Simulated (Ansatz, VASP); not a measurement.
# Two plane-wave programs on Pb

```
CELL_PARAMETERS angstrom
0.00000 2.52027 2.52027
2.52027 0.00000 2.52027
2.52027 2.52027 0.00000
ATOMIC_POSITIONS crystal
Pb 0.00000 0.00000 0.00000
```

Alike in both runs: functional PBE; k mesh 14 × 14 × 14; occupations fermi-dirac, width 0.05 eV; no spin polarisation.

Ansatz relaxed the structure, and its values are those at the end. VASP's run is a single point on that final structure, the one shown.

```csv
,VASP,Ansatz
version,VASP 6.6.1,Ansatz 0.2.0
potentials or method,"VASP PAW PBE potentials, release 64 (Pb_d)","PAW with Ansatz's default frozen-core files, scalar-relativistic"
plane-wave cutoff (eV),500,420
valence electrons in the cell,14,14
```

```csv
,VASP,Ansatz,Ansatz less VASP
pressure (GPa),0.0,0.0,+0.05
```

Spin-orbit coupling is off throughout.
